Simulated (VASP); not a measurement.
# Zr (Fm-3m) in VASP: further runs, part 2 of 2

VASP 6.6.1. Earlier steps stand in the parts before.

## 4. Single point, PBE, collinear spin (20.34 Å³/atom)

This run uses another cell than the first one, of 20.34 Å³/atom.

The input, INCAR:

```
SYSTEM = Zr
PREC     = Accurate       ! precision mode
ENCUT    = 520            ! plane-wave cutoff, eV
EDIFF    = 1E-7           ! SCF threshold, eV
ISMEAR   = -1             ! smearing method
SIGMA    = 0.05           ! smearing width, eV
LREAL    = .False.        ! projectors in reciprocal space
LASPH    = .True.         ! aspherical terms in the spheres
NELM     = 150            ! most SCF steps
ALGO     = Normal         ! electronic algorithm
ISIF     = 2              ! what is computed and relaxed
LWAVE    = .False.        ! write WAVECAR
LCHARG   = .False.        ! write CHGCAR
ISPIN    = 2              ! spin polarisation
MAGMOM   = 1              ! initial moments
LORBIT   = 11             ! projections on sites
LMAXMIX  = 4              ! l up to which the mixer works
GGA      = PE             ! functional
NBANDS   = 16             ! bands
```

The input, KPOINTS:

```
Automatic mesh
0
Gamma
  20 20 20
  0 0 0
```

The input, POSCAR:

```
Zr
1.0
    0.0000000000      2.1666120529      2.1666120529
    2.1666120529      0.0000000000      2.1666120529
    2.1666120529      2.1666120529      0.0000000000
Zr
1
Direct
    0.0000000000      0.0000000000      0.0000000000
```

Potentials or basis: VASP PAW PBE potentials, release 64 (Zr_sv).

Run with:

```console
cat potpaw_PBE.64/Zr_sv/POTCAR > POTCAR
mpirun -np 1 vasp_std > vasp.out
```

OUTCAR:

```text
SYSTEM = Zr
   PREC = Accurate
   ENCUT = 520
   EDIFF = 1E-7
   ISMEAR = -1
   LREAL = .False.
   LASPH = .True.
   NELM = 150
   ISIF = 2
   ISPIN = 2
   LORBIT = 11
   GGA = PE

 ion  position               nearest neighbor table
   1  0.000  0.000  0.000-

  LATTYP: Found a face centered cubic cell.
 ALAT       =     4.3332241058

  Lattice vectors:

 A1 = (   0.0000000000,   2.1666120529,   2.1666120529)
 A2 = (   2.1666120529,   0.0000000000,   2.1666120529)
 A3 = (   2.1666120529,   2.1666120529,   0.0000000000)

Analysis of symmetry for initial positions (statically):
=====================================================================
 Subroutine PRICEL returns:
 Original cell was already a primitive cell.

 Routine SETGRP: Setting up the symmetry group for a
 face centered cubic supercell.

 Subroutine GETGRP returns: Found 48 space group operations
 (whereof 48 operations were pure point group operations)
 out of a pool of 48 trial point group operations.

The static configuration has the point symmetry O_h .

Analysis of symmetry for dynamics (positions and initial velocities):
=====================================================================
 Subroutine PRICEL returns:
 Original cell was already a primitive cell.

 Routine SETGRP: Setting up the symmetry group for a
 face centered cubic supercell.

 Subroutine GETGRP returns: Found 48 space group operations
 (whereof 48 operations were pure point group operations)
 out of a pool of 48 trial point group operations.

The dynamic configuration has the point symmetry O_h .

Analysis of structural, dynamic, and magnetic symmetry:
=====================================================================
 Subroutine PRICEL returns:
 Original cell was already a primitive cell.

 Routine SETGRP: Setting up the symmetry group for a
 face centered cubic supercell.

 Subroutine GETGRP returns: Found 48 space group operations
 (whereof 48 operations were pure point group operations)
 out of a pool of 48 trial point group operations.
[... 134 lines left out ...]
   NGX = 11   NGY = 11   NGZ = 11

 number of electron      12.0000000 magnetization       0.0000315

 number of electron      12.0000000 magnetization      -0.0000332

 Free energy of the ion-electron system (eV)
  ---------------------------------------------------
  ext. energy  EPLUGINS =         0.00000000
  ---------------------------------------------------
  free energy    TOTEN  =        -8.36611495 eV

  energy without entropy =       -8.35529806  energy(sigma->0) =       -8.36070651

 E-fermi :  10.4792     XC(G=0): -11.7110

 val. band max:       10.4670572112   @ k =  -0.3000   0.4500   0.2000
 cond. band min:      10.4926709510   @ k =  -0.3000   0.4000   0.1500
 fundamental gap:      0.0256137398
 Fermi energy:        10.4792029564

 spin component 1

 k-point     1 :       0.0000    0.0000    0.0000
  band No.  band energies     occupation
      1     -38.0146      1.00000
      2     -15.2922      1.00000
      3     -15.2922      1.00000
      4     -15.2922      1.00000
      5       4.7369      1.00000
      6      11.4744      0.00000
[... 435 lines left out ...]
      5       7.2494      1.00000
      6      11.0508      0.00001
[... 8 lines left out ...]
     15      31.7807      0.00000
     16      33.3039      0.00000

 [... further k-points ...]

 spin component 2

 k-point     1 :       0.0000    0.0000    0.0000
  band No.  band energies     occupation
      1     -38.0147      1.00000
      2     -15.2922      1.00000
      3     -15.2922      1.00000
      4     -15.2922      1.00000
      5       4.7368      1.00000
      6      11.4744      0.00000
[... 435 lines left out ...]
      5       7.2493      1.00000
      6      11.0509      0.00001
[... 8 lines left out ...]
     15      31.7808      0.00000
     16      33.3039      0.00000

 [... further k-points ...]

------------------------ aborting loop because EDIFF is reached ----------------------------------------

  FORCE on cell =-STRESS in cart. coord.  units (eV):
  Direction    XX          YY          ZZ          XY          YZ          ZX
  --------------------------------------------------------------------------------------
  -------------------------------------------------------------------------------------
  Total        1.8682861      1.8682861      1.8682861     -0.0000000     -0.0000000      0.0000000
  in kB      147.1568557    147.1568557    147.1568557     -0.0000000     -0.0000000      0.0000000
  external PRESSURE =     147.1568557 kB  Pullay stress =       0.0000000 kB

 VOLUME and BASIS-vectors are now :
 -----------------------------------------------------------------------------
  energy-cutoff  :      520.00
  volume of cell :       20.34
      direct lattice vectors                 reciprocal lattice vectors
     0.000000000  2.166612053  2.166612053    -0.230775048  0.230775048  0.230775048
     2.166612053  0.000000000  2.166612053     0.230775048 -0.230775048  0.230775048
     2.166612053  2.166612053  0.000000000     0.230775048  0.230775048 -0.230775048

 POSITION                                       TOTAL-FORCE (eV/Angst)
 -----------------------------------------------------------------------------------
      0.00000      0.00000      0.00000         0.000000     -0.000000      0.000000
 -----------------------------------------------------------------------------------
    total drift:                                0.000000      0.000000     -0.000000

  FREE ENERGIE OF THE ION-ELECTRON SYSTEM (eV)
  ---------------------------------------------------
  free  energy   TOTEN  =        -8.3661149517 eV

  energy  without entropy=       -8.3552980585  energy(sigma->0) =       -8.36070651

 total charge

# of ion       s       p       d       tot
------------------------------------------
    1        2.251   5.958   1.810  10.019

 magnetization (x)

# of ion       s       p       d       tot
------------------------------------------
    1       -0.000  -0.000  -0.000  -0.000
```

stdout:

```text
POSCAR found type information on POSCAR Zr
 POSCAR found :  1 types and       1 ions
 scaLAPACK will be used
 LDA part: xc-table for (Slater+PW92), standard interpolation
 POSCAR, INCAR and KPOINTS ok, starting setup
 FFT: planning ... GRIDC
 FFT: planning ... GRID_SOFT
 FFT: planning ... GRID
 WAVECAR not read
 entering main loop
```

Wall time 1.9 min (1 thread of Intel Xeon Platinum 8259CL at 2.50GHz (Skylake/Cascade Lake), shared host); peak memory 0.23 GiB.

Results:

- Free energy: -8.3661 eV
- Pressure: 14.7 GPa
- Band gap on the k mesh: zero (filled and empty bands overlap)
- Net moment: 0.00 μB per cell
- Valence electrons inside the program's atomic spheres: Zr 10.02

Caveat: the cell stands under pressure.

## 5. Single point, PBE, collinear spin (21.27 Å³/atom)

This run uses another cell than the first one, of 21.27 Å³/atom.

The input, INCAR:

```
PREC = Accurate
ENCUT = 520
EDIFF = 1E-7
ISMEAR = -1
SIGMA = 0.05
LREAL = F
LASPH = T
NELM = 150
ALGO = Normal
ISIF = 2
LWAVE = F
LCHARG = F
ISPIN = 2
MAGMOM = 1
LORBIT = 11
LMAXMIX = 4
GGA = PE
NBANDS = 16
```

The input, KPOINTS:

```
regular mesh
0
Gamma
  20 20 20
```

The input, POSCAR:

```
Zr
1.0
    0.0000000000      2.1989543145      2.1989543145
    2.1989543145      0.0000000000      2.1989543145
    2.1989543145      2.1989543145      0.0000000000
Zr
1
Direct
    0.0000000000      0.0000000000      0.0000000000
```

Potentials or basis: VASP PAW PBE potentials, release 64 (Zr_sv).

Run with:

```console
cat potpaw_PBE.64/Zr_sv/POTCAR > POTCAR
mpirun -np 1 vasp_std > vasp.out
```

OUTCAR:

```text
PREC = Accurate
   ENCUT = 520
   EDIFF = 1E-7
   ISMEAR = -1
   LREAL = F
   LASPH = T
   NELM = 150
   ISIF = 2
   ISPIN = 2
   LORBIT = 11
   GGA = PE

 ion  position               nearest neighbor table
   1  0.000  0.000  0.000-

  LATTYP: Found a face centered cubic cell.
 ALAT       =     4.3979086290

  Lattice vectors:

 A1 = (   0.0000000000,   2.1989543145,   2.1989543145)
 A2 = (   2.1989543145,   0.0000000000,   2.1989543145)
 A3 = (   2.1989543145,   2.1989543145,   0.0000000000)

Analysis of symmetry for initial positions (statically):
[... 1118 lines left out ...]
  -------------------------------------------------------------------------------------
  Total        1.2073878      1.2073878      1.2073878      0.0000000     -0.0000000      0.0000000
  in kB       90.9659240     90.9659240     90.9659240      0.0000000     -0.0000000      0.0000000
  external PRESSURE =      90.9659240 kB  Pullay stress =       0.0000000 kB

 VOLUME and BASIS-vectors are now :
 -----------------------------------------------------------------------------
  energy-cutoff  :      520.00
  volume of cell :       21.27
      direct lattice vectors                 reciprocal lattice vectors
     0.000000000  2.198954314  2.198954314    -0.227380804  0.227380804  0.227380804
     2.198954314  0.000000000  2.198954314     0.227380804 -0.227380804  0.227380804
     2.198954314  2.198954314  0.000000000     0.227380804  0.227380804 -0.227380804

 POSITION                                       TOTAL-FORCE (eV/Angst)
 -----------------------------------------------------------------------------------
      0.00000      0.00000      0.00000        -0.000000     -0.000000     -0.000000
 -----------------------------------------------------------------------------------
    total drift:                                0.000000      0.000000      0.000000

  FREE ENERGIE OF THE ION-ELECTRON SYSTEM (eV)
  ---------------------------------------------------
  free  energy   TOTEN  =        -8.4347768863 eV

  energy  without entropy=       -8.4231500718  energy(sigma->0) =       -8.42896348

 total charge

# of ion       s       p       d       tot
------------------------------------------
    1        2.243   5.958   1.750   9.951

 magnetization (x)

# of ion       s       p       d       tot
------------------------------------------
    1       -0.000   0.000   0.000   0.000
```

stdout:

```text
POSCAR found type information on POSCAR Zr
 POSCAR found :  1 types and       1 ions
 scaLAPACK will be used
 LDA part: xc-table for (Slater+PW92), standard interpolation
 POSCAR, INCAR and KPOINTS ok, starting setup
 FFT: planning ... GRIDC
 FFT: planning ... GRID_SOFT
 FFT: planning ... GRID
 WAVECAR not read
 entering main loop
```

Wall time 1.9 min (1 thread of Intel Xeon Platinum 8259CL at 2.50GHz (Skylake/Cascade Lake), shared host); peak memory 0.24 GiB.

Results:

```yaml
Free_energy: -8.4348 eV
Pressure: 9.1 GPa
Band_gap_on_the_k_mesh: zero (filled and empty bands overlap)
Net_moment: 0.00 μB per cell
Valence_electrons_inside_the_program's_atomic_spheres: Zr 9.95
```

Caveat: the cell stands under pressure.

## 6. Single point, PBE, collinear spin (22.19 Å³/atom)

This run uses another cell than the first one, of 22.19 Å³/atom.

The input, INCAR:

```
PREC     = Accurate       # precision mode
ENCUT    = 520            # plane-wave cutoff, eV
EDIFF    = 1E-7           # SCF threshold, eV
ISMEAR   = -1             # smearing method
SIGMA    = 0.05           # smearing width, eV
LREAL    = F              # projectors in reciprocal space
LASPH    = T              # aspherical terms in the spheres
NELM     = 150            # most SCF steps
ALGO     = Normal         # electronic algorithm
ISIF     = 2              # what is computed and relaxed
LWAVE    = F              # write WAVECAR
LCHARG   = T              # write CHGCAR
ISPIN    = 2              # spin polarisation
MAGMOM   = 1              # initial moments
LORBIT   = 11             # projections on sites
LMAXMIX  = 4              # l up to which the mixer works
GGA      = PE             # functional
LELF     = T              # ELF
LVHAR    = T            
NBANDS   = 16             # bands
```

KPOINTS is that of step 5.

The input, POSCAR:

```
Zr
1.0
    0.0000000000      2.2303721923      2.2303721923
    2.2303721923      0.0000000000      2.2303721923
    2.2303721923      2.2303721923      0.0000000000
Zr
1
Direct
    0.0000000000      0.0000000000      0.0000000000
```

Potentials or basis: VASP PAW PBE potentials, release 64 (Zr_sv).

Run with:

```console
cat potpaw_PBE.64/Zr_sv/POTCAR > POTCAR
mpirun -np 1 vasp_std > vasp.out
```

It took 1.9 min on 1 thread of Intel Xeon Platinum 8259CL at 2.50GHz (Skylake/Cascade Lake), shared host; peak memory 0.24 GiB.

It converged, with:

| Property | Result |
| --- | --- |
| Free energy | -8.4737 eV |
| Pressure | 4.4 GPa |
| Band gap on the k mesh | zero (filled and empty bands overlap) |
| Net moment | 0.00 μB per cell |
| Valence electrons inside the program's atomic spheres | Zr 9.89 |

Levels at points of the mesh, in eV from the Fermi level:
Spin up:
```
           k point  band 3  band 4  band 5  band 6  band 7  band 8  band 9  band 10
(0.00, 0.00, 0.00)  -26.06  -26.06   -5.62    1.00    1.00    1.00    3.56     3.56
(0.50, 0.00, 0.00)  -26.20  -26.20   -3.05    0.80    0.80    1.29    5.47     5.47
(0.50, 0.50, 0.00)  -26.45  -26.45   -3.16   -2.34    3.28    5.47    6.01     6.01
```
Spin down:
| k point | band 2 | band 3 | band 4 | band 5 | band 6 | band 7 | band 8 | band 9 | band 10 | band 11 |
| --- | --- | --- | --- | --- | --- | --- | --- | --- | --- | --- |
| (0.00, 0.00, 0.00) | -26.06 | -26.06 | -26.06 | -5.62 | 1.00 | 1.00 | 1.00 | 3.56 | 3.56 | 10.60 |
| (0.50, 0.00, 0.00) | -27.18 | -26.20 | -26.20 | -3.05 | 0.80 | 0.80 | 1.29 | 5.47 | 5.47 | 10.15 |
| (0.50, 0.50, 0.00) | -27.10 | -26.45 | -26.45 | -3.16 | -2.34 | 3.28 | 5.47 | 6.01 | 6.01 | 10.17 |

Caveat: the cell stands under pressure.

## 7. The runs side by side

| task | cell | k mesh | cutoff (eV) | gap on the mesh (eV) | pressure (GPa) | moment (μB) |
| --- | --- | --- | --- | --- | --- | --- |
| single point | a = 3.197 Å, angles 60.0°, 1 atom | 12 × 12 × 12 | 520 | none | 0.0 | 0.00 |
| relaxation of cell and atoms | relaxed from a = 3.205 Å, angles 60.0°, 1 atom | 12 × 12 × 12 | 600 | none | 0.0 | 0.00 |
| single point | a = 3.064 Å, angles 60.0°, 1 atom | 20 × 20 × 20 | 520 | none | 14.7 | 0.00 |
| single point | a = 3.110 Å, angles 60.0°, 1 atom | 20 × 20 × 20 | 520 | none | 9.1 | 0.00 |
| single point | a = 3.154 Å, angles 60.0°, 1 atom | 20 × 20 × 20 | 520 | none | 4.4 | 0.00 |

Alike in all rows: level PBE; potentials or basis VASP PAW PBE potentials, release 64 (Zr_sv); spin collinear; smearing fermi-dirac 0.05 eV.

Caveats: the cell stands under pressure (at least some runs).

Total energies depend on the potentials used, so only differences within one code and one set of settings carry meaning.
